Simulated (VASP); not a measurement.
# CuO (C2/c) in VASP: relaxation of shape and atoms at fixed volume with PBE+U

Aim: the relaxation of shape and atoms at fixed volume of CuO with PBE+U.

All numbers are computed with VASP 6.6.1; they aren't measurements. Logs are shortened: lines on timing, memory, paths and dates and some standing lists are left out, and cuts for length are marked.

## 1. The cell of the first run

It takes space group C2/c (No. 15, monoclinic). Conventional cell: a = 4.684 Å, b = 3.423 Å, c = 5.129 Å, α = 90.00°, β = 99.54°, γ = 90.00°. Within 2.6 Å of Cu (site symmetry -1) lie 4 O at 1.95 to 1.96 Å. O (site symmetry 2) has 4 Cu at 1.95 to 1.96 Å within 2.6 Å.

## 2. Relaxation of shape and atoms at fixed volume, PBE+U, collinear spin, ferromagnetic start

File INCAR:

```
PREC     = Accurate       # precision mode
ENCUT    = 600            # plane-wave cutoff, eV
EDIFF    = 1E-7           # SCF threshold, eV
ISMEAR   = 0              # smearing method
SIGMA    = 0.05           # smearing width, eV
LREAL    = F              # projectors in reciprocal space
LASPH    = T              # aspherical terms in the spheres
NELM     = 150            # most SCF steps
ALGO     = Normal         # electronic algorithm
ISIF     = 4              # what is computed and relaxed
LWAVE    = F              # write WAVECAR
LCHARG   = F              # write CHGCAR
ISPIN    = 2              # spin polarisation
MAGMOM   = 0.66 0.66 0 0  # initial moments
LORBIT   = 11             # projections on sites
LMAXMIX  = 4              # l up to which the mixer works
LDAU     = T              # DFT+U
LDAUTYPE = 2            
LDAUL    = 2 -1           # shell
LDAUU    = 4 0            # U, eV
LDAUJ    = 0 0          
LDAUPRINT= 1            
GGA      = PE             # functional
IBRION   = 2              # ionic algorithm
NSW      = 60             # ionic steps
EDIFFG   = -0.015         # ionic threshold
```

File KPOINTS:

```
regular mesh
0
Gamma
  8 8 6
```

File POSCAR:

```
CuO
1.0
    2.3418496228     -1.7112997243      0.0000000000
    2.3418496228      1.7112997243      0.0000000000
   -0.8500298631      0.0000000000      5.0578691854
Cu O
2 2
Direct
    0.0000000000      0.5000000000      0.0000000000
    0.5000000000      0.0000000000      0.5000000000
    0.5816000000      0.4184000000      0.2500000000
    0.4184000000      0.5816000000      0.7500000000
```

Potentials or basis: VASP PAW PBE potentials, release 64 (Cu, O).

On the command line:

```sh
cat potpaw_PBE.64/Cu/POTCAR potpaw_PBE.64/O/POTCAR > POTCAR
mpirun -np 1 vasp_std > vasp.out
```

OUTCAR:

```text
PREC = Accurate
   ENCUT = 600
   EDIFF = 1E-7
   ISMEAR = 0
   LREAL = F
   LASPH = T
   NELM = 150
   ISIF = 4
   ISPIN = 2
   LORBIT = 11
   GGA = PE
   IBRION = 2
   NSW = 60
   EDIFFG = -0.015

 ion  position               nearest neighbor table
   1  0.000  0.500  0.000-   3 1.95   4 1.95   4 1.96   3 1.96
   2  0.500  0.000  0.500-   4 1.95   3 1.95   4 1.96   3 1.96
   3  0.582  0.418  0.250-   2 1.95   1 1.95   2 1.96   1 1.96
   4  0.418  0.582  0.750-   1 1.95   2 1.95   2 1.96   1 1.96

  LATTYP: Found a base centered monoclinic cell.
 ALAT       =     4.6836992456
 B/A-ratio  =     0.7307470589
 C/A-ratio  =     1.0950319242
 COS(beta)  =    -0.1657365915

  Lattice vectors:

 A1 = (   2.3418496228,  -1.7112997243,   0.0000000000)
 A2 = (   2.3418496228,   1.7112997243,   0.0000000000)
 A3 = (  -0.8500298631,   0.0000000000,   5.0578691854)

Analysis of symmetry for initial positions (statically):
=====================================================================
 Subroutine PRICEL returns:
 Original cell was already a primitive cell.

 Routine SETGRP: Setting up the symmetry group for a
 base centered monoclinic supercell.

 Subroutine GETGRP returns: Found  4 space group operations
 (whereof  2 operations were pure point group operations)
 out of a pool of  4 trial point group operations.

The static configuration has the point symmetry S_2 .
 The point group associated with its full space group is C_2h.

Analysis of symmetry for dynamics (positions and initial velocities):
=====================================================================
 Subroutine PRICEL returns:
 Original cell was already a primitive cell.

 Routine SETGRP: Setting up the symmetry group for a
 base centered monoclinic supercell.

 Subroutine GETGRP returns: Found  4 space group operations
 (whereof  2 operations were pure point group operations)
 out of a pool of  4 trial point group operations.

The dynamic configuration has the point symmetry S_2 .
 The point group associated with its full space group is C_2h.

Analysis of structural, dynamic, and magnetic symmetry:
=====================================================================
 Subroutine PRICEL returns:
 Original cell was already a primitive cell.

 Routine SETGRP: Setting up the symmetry group for a
 base centered monoclinic supercell.

 Subroutine GETGRP returns: Found  4 space group operations
 (whereof  2 operations were pure point group operations)
 out of a pool of  4 trial point group operations.

The overall configuration has the point symmetry S_2 .
 The point group associated with its full space group is C_2h.

 Subroutine INISYM returns: Found  4 space group operations
 (whereof  2 operations are pure point group operations),
 and found     1 'primitive' translations

----------------------------------------------------------------------------------------

                                     Primitive cell

  volume of cell :      40.5399

  direct lattice vectors                    reciprocal lattice vectors
     2.341849623 -1.711299724  0.000000000     0.213506450 -0.292175586  0.035882078
     2.341849623  1.711299724  0.000000000     0.213506450  0.292175586  0.035882078
    -0.850029863  0.000000000  5.057869185     0.000000000  0.000000000  0.197711717

  length of vectors
[... 145 lines left out ...]
  --------------------------------------------------------------------------------------
  -------------------------------------------------------------------------------------
  Total        0.9837714      1.3091700      1.2425888      0.0000000      0.0000000      0.1053596
  in kB       38.8796269     51.7397058     49.1083494      0.0000000      0.0000000      4.1639184
  external PRESSURE =      46.5758940 kB  Pullay stress =       0.0000000 kB
[... 95 lines left out ...]
  FREE ENERGIE OF THE ION-ELECTRON SYSTEM (eV)
  ---------------------------------------------------
  free  energy   TOTEN  =       -17.1263939121 eV

  energy  without entropy=      -17.1262575601  energy(sigma->0) =      -17.12632574

[... ionic steps 4 to 7 ...]

--------------------------------------- Ionic step        8  -------------------------------------------

 number of electron      34.0000005 magnetization       1.9925147

------------------------ aborting loop because EDIFF is reached ----------------------------------------
[... 65 lines left out ...]
  FREE ENERGIE OF THE ION-ELECTRON SYSTEM (eV)
  ---------------------------------------------------
  free  energy   TOTEN  =       -17.1309137519 eV

  energy  without entropy=      -17.1306700694  energy(sigma->0) =      -17.13079191

atom =   1  type =  1  l = 2

 onsite density matrix

spin component  1

  0.9620 -0.0012  0.0092 -0.0055  0.0015
 -0.0012  0.9927 -0.0003 -0.0266  0.0081
  0.0092 -0.0003  0.9746  0.0014 -0.0015
 -0.0055 -0.0266  0.0014  1.0070 -0.0099
  0.0015  0.0081 -0.0015 -0.0099  0.9769

spin component  2

  0.9506 -0.0298  0.0125  0.0317 -0.0097
 -0.0298  0.7794  0.0075  0.2530 -0.0751
  0.0125  0.0075  0.9691 -0.0089  0.0012
  0.0317  0.2530 -0.0089  0.6223  0.1026
 -0.0097 -0.0751  0.0012  0.1026  0.9349

 occupancies and eigenvectors

  o =  0.4016  v =  0.0000  0.0000  0.0000  0.0000  0.0000 -0.0808 -0.5752  0.0221  0.7798 -0.2326      0.0000  0.0000  0.0000  0.0000  0.0000  0.0000  0.0000  0.0000  0.0000  0.0000
  o =  0.9466  v =  0.0000  0.0000  0.0000  0.0000  0.0000  0.8524  0.1663 -0.4461  0.1970 -0.0893      0.0000  0.0000  0.0000  0.0000  0.0000  0.0000  0.0000  0.0000  0.0000  0.0000
  o =  0.9558  v =  0.8620  0.1697 -0.4366  0.1786 -0.0748  0.0000  0.0000  0.0000  0.0000  0.0000      0.0000  0.0000  0.0000  0.0000  0.0000  0.0000  0.0000  0.0000  0.0000  0.0000
  o =  0.9654  v =  0.0000  0.0000  0.0000  0.0000  0.0000  0.0895 -0.0204  0.0945  0.2756  0.9522      0.0000  0.0000  0.0000  0.0000  0.0000  0.0000  0.0000  0.0000  0.0000  0.0000
  o =  0.9667  v =  0.0000  0.0000  0.0000  0.0000  0.0000  0.1416 -0.7858 -0.2783 -0.5135  0.1461      0.0000  0.0000  0.0000  0.0000  0.0000  0.0000  0.0000  0.0000  0.0000  0.0000
  o =  0.9730  v =  0.1000 -0.7351 -0.3060 -0.5837 -0.1234  0.0000  0.0000  0.0000  0.0000  0.0000      0.0000  0.0000  0.0000  0.0000  0.0000  0.0000  0.0000  0.0000  0.0000  0.0000
  o =  0.9738  v =  0.1285 -0.2456  0.0394  0.1090  0.9538  0.0000  0.0000  0.0000  0.0000  0.0000      0.0000  0.0000  0.0000  0.0000  0.0000  0.0000  0.0000  0.0000  0.0000  0.0000
  o =  0.9760  v =  0.0000  0.0000  0.0000  0.0000  0.0000  0.4888 -0.1537  0.8450 -0.1163 -0.0994      0.0000  0.0000  0.0000  0.0000  0.0000  0.0000  0.0000  0.0000  0.0000  0.0000
  o =  0.9798  v =  0.4769 -0.1538  0.8449 -0.1416 -0.1225  0.0000  0.0000  0.0000  0.0000  0.0000      0.0000  0.0000  0.0000  0.0000  0.0000  0.0000  0.0000  0.0000  0.0000  0.0000
  o =  1.0307  v = -0.0545 -0.5889  0.0191  0.7717 -0.2332  0.0000  0.0000  0.0000  0.0000  0.0000      0.0000  0.0000  0.0000  0.0000  0.0000  0.0000  0.0000  0.0000  0.0000  0.0000

atom =   2  type =  1  l = 2

 onsite density matrix

spin component  1

  0.9620 -0.0012 -0.0092  0.0055 -0.0015
 -0.0012  0.9927  0.0003  0.0266 -0.0081
 -0.0092  0.0003  0.9746  0.0014 -0.0015
  0.0055  0.0266  0.0014  1.0070 -0.0099
 -0.0015 -0.0081 -0.0015 -0.0099  0.9769

spin component  2

  0.9506 -0.0298 -0.0125 -0.0317  0.0097
 -0.0298  0.7794 -0.0075 -0.2530  0.0751
 -0.0125 -0.0075  0.9691 -0.0089  0.0012
 -0.0317 -0.2530 -0.0089  0.6223  0.1026
  0.0097  0.0751  0.0012  0.1026  0.9349

 occupancies and eigenvectors

  o =  0.4016  v =  0.0000  0.0000  0.0000  0.0000  0.0000  0.0808  0.5752  0.0221  0.7798 -0.2326      0.0000  0.0000  0.0000  0.0000  0.0000  0.0000  0.0000  0.0000  0.0000  0.0000
  o =  0.9466  v =  0.0000  0.0000  0.0000  0.0000  0.0000 -0.8524 -0.1663 -0.4461  0.1970 -0.0893      0.0000  0.0000  0.0000  0.0000  0.0000  0.0000  0.0000  0.0000  0.0000  0.0000
  o =  0.9558  v =  0.8620  0.1697  0.4366 -0.1786  0.0748  0.0000  0.0000  0.0000  0.0000  0.0000      0.0000  0.0000  0.0000  0.0000  0.0000  0.0000  0.0000  0.0000  0.0000  0.0000
  o =  0.9654  v =  0.0000  0.0000  0.0000  0.0000  0.0000 -0.0895  0.0204  0.0945  0.2756  0.9522      0.0000  0.0000  0.0000  0.0000  0.0000  0.0000  0.0000  0.0000  0.0000  0.0000
  o =  0.9667  v =  0.0000  0.0000  0.0000  0.0000  0.0000 -0.1416  0.7858 -0.2783 -0.5135  0.1461      0.0000  0.0000  0.0000  0.0000  0.0000  0.0000  0.0000  0.0000  0.0000  0.0000
  o =  0.9730  v = -0.1000  0.7351 -0.3060 -0.5837 -0.1234  0.0000  0.0000  0.0000  0.0000  0.0000      0.0000  0.0000  0.0000  0.0000  0.0000  0.0000  0.0000  0.0000  0.0000  0.0000
  o =  0.9738  v = -0.1285  0.2456  0.0394  0.1090  0.9538  0.0000  0.0000  0.0000  0.0000  0.0000      0.0000  0.0000  0.0000  0.0000  0.0000  0.0000  0.0000  0.0000  0.0000  0.0000
  o =  0.9760  v =  0.0000  0.0000  0.0000  0.0000  0.0000 -0.4888  0.1537  0.8450 -0.1163 -0.0994      0.0000  0.0000  0.0000  0.0000  0.0000  0.0000  0.0000  0.0000  0.0000  0.0000
  o =  0.9798  v =  0.4769 -0.1538 -0.8449  0.1416  0.1225  0.0000  0.0000  0.0000  0.0000  0.0000      0.0000  0.0000  0.0000  0.0000  0.0000  0.0000  0.0000  0.0000  0.0000  0.0000
  o =  1.0307  v =  0.0545  0.5889  0.0191  0.7717 -0.2332  0.0000  0.0000  0.0000  0.0000  0.0000      0.0000  0.0000  0.0000  0.0000  0.0000  0.0000  0.0000  0.0000  0.0000  0.0000

--------------------------------------- Ionic step       10  -------------------------------------------

 number of electron      34.0000004 magnetization       1.9925957

 Free energy of the ion-electron system (eV)
  ---------------------------------------------------
  ext. energy  EPLUGINS =         0.00000000
  ---------------------------------------------------
  free energy    TOTEN  =       -17.13104521 eV

  energy without entropy =      -17.13078701  energy(sigma->0) =      -17.13091611

 E-fermi :   5.5231     XC(G=0): -11.8415

 val. band max:        5.4800534578   @ k =   0.5000   0.3750   0.0000
 cond. band min:       5.5377683816   @ k =   0.5000   0.5000   0.0000
 fundamental gap:      0.0577149238
 Fermi energy:         5.5231382757

 spin component 1

 k-point     1 :       0.0000    0.0000    0.0000
  band No.  band energies     occupation
      1     -14.2811      1.00000
      2     -12.9069      1.00000
      3      -2.9742      1.00000
      4      -1.7482      1.00000
      5      -1.3807      1.00000
      6       0.3275      1.00000
[... 1226 lines left out ...]
  FREE ENERGIE OF THE ION-ELECTRON SYSTEM (eV)
  ---------------------------------------------------
  free  energy   TOTEN  =       -17.1310452101 eV

  energy  without entropy=      -17.1307870148  energy(sigma->0) =      -17.13091611

 reached required accuracy - stopping structural energy minimisation

 total charge

# of ion       s       p       d       tot
------------------------------------------
    1        0.388   0.406   9.148   9.943
    2        0.388   0.406   9.148   9.943
    3        1.554   3.452   0.000   5.006
    4        1.554   3.452   0.000   5.006
--------------------------------------------------
tot          3.884   7.716  18.296  29.897

 magnetization (x)

# of ion       s       p       d       tot
------------------------------------------
    1       -0.004   0.003   0.657   0.656
    2       -0.004   0.003   0.657   0.656
    3        0.020   0.280   0.000   0.301
    4        0.020   0.280   0.000   0.301
--------------------------------------------------
tot          0.033   0.566   1.314   1.913
```

Wall time 9.9 min (1 thread of Intel Xeon 6975P-C (Granite Rapids), shared host); peak memory 0.32 GiB.

What came out:

```yaml
Free_energy: -17.1310 eV
Energy_gained_by_relaxing: 2.0 meV/atom
Ionic_steps: 10
Pressure_after_relaxing: 7.2 GPa
Largest_force_after_relaxing: 0.005 eV/Å
Band_gap_on_the_k_mesh: zero (filled and empty bands overlap)
Net_moment: 1.99 μB per cell
Site_moments: Cu +0.66; O +0.30 μB
Valence_electrons_inside_the_program's_atomic_spheres: Cu 9.94; O 5.01
```

Forces in eV/Å, atoms in the order of the input:
```
Cu   0.000  0.000  0.000
Cu   0.000  0.000  0.000
O    0.000  0.005  0.000
O    0.000 -0.005  0.000
```

Step by step:
```
step  energy change (eV)  largest force (eV/Å)  pressure (GPa)  volume (Å³)
   1              0.0000                0.0548            4.66        40.54
   2             -0.0012                0.0656            4.84        40.54
   3             -0.0033                0.0978            5.31        40.54
   4             -0.0025                0.1684            6.33        40.54
   5             -0.0039                0.1237            5.71        40.54
   6             -0.0047                0.1108            5.86        40.54
   7             -0.0066                0.0720            6.31        40.54
   8             -0.0078                0.0134            7.24        40.54
   9             -0.0079                0.0024            7.05        40.54
  10             -0.0080                0.0045            7.20        40.54
```

Final structure:
```xyz
4
Lattice="2.2812 -1.7477 0.0227 2.2812 1.7477 0.0227 -0.7791 0.0000 5.0764" Properties=species:S:1:pos:R:3 pbc="T T T"
Cu    1.1406    0.8739    0.0113
Cu    3.0323    0.8739    2.5722
O     2.0865   -0.2306    1.2918
O     1.6969    0.2306    3.8300
```

Levels at points of the mesh, in eV from the Fermi level:
Spin up:
```tsv
k point	band 15	band 16	band 17	band 18	band 19	band 20	band 21	band 22
(0.00, 0.00, 0.00)	-2.89	-2.49	-0.62	-0.10	1.63	6.42	8.02	13.92
(0.50, 0.00, 0.00)	-2.85	-2.12	-0.99	-0.68	4.67	6.70	6.93	11.40
(0.50, 0.50, 0.00)	-3.73	-2.67	-1.84	0.07	3.30	7.56	8.44	10.55
(0.00, 0.00, 0.50)	-2.14	-2.14	-0.81	-0.81	3.92	3.92	11.83	11.83
(0.50, 0.00, 0.50)	-3.16	-2.76	-1.34	-0.29	5.22	6.57	8.41	8.95
(0.50, 0.50, 0.50)	-2.48	-2.48	-1.87	-1.87	5.06	5.06	9.45	9.45
```
Spin down:
| k point | band 13 | band 14 | band 15 | band 16 | band 17 | band 18 | band 19 | band 20 |
| --- | --- | --- | --- | --- | --- | --- | --- | --- |
| (0.00, 0.00, 0.00) | -2.87 | -2.46 | -2.36 | -1.89 | 1.33 | 1.92 | 2.10 | 6.53 |
| (0.50, 0.00, 0.00) | -3.39 | -2.52 | -2.29 | -1.57 | 1.35 | 1.56 | 4.77 | 6.89 |
| (0.50, 0.50, 0.00) | -3.45 | -3.27 | -2.13 | -1.45 | 0.01 | 2.39 | 3.29 | 7.72 |
| (0.00, 0.00, 0.50) | -3.16 | -3.16 | -1.60 | -1.60 | 1.47 | 1.47 | 4.23 | 4.23 |
| (0.50, 0.00, 0.50) | -3.25 | -2.67 | -2.33 | -2.25 | 0.92 | 1.85 | 5.35 | 6.85 |
| (0.50, 0.50, 0.50) | -2.54 | -2.54 | -1.89 | -1.89 | 0.91 | 0.91 | 5.09 | 5.09 |

Eigenvalues of the final occupation matrices:
| site | spin | trace | eigenvalues |
| --- | --- | --- | --- |
| site 1 d | 1 | 4.91 | 0.96 0.97 0.97 0.98 1.03 |
| site 1 d | 2 | 4.26 | 0.40 0.95 0.97 0.97 0.98 |
| site 2 d | 1 | 4.91 | 0.96 0.97 0.97 0.98 1.03 |
| site 2 d | 2 | 4.26 | 0.40 0.95 0.97 0.97 0.98 |
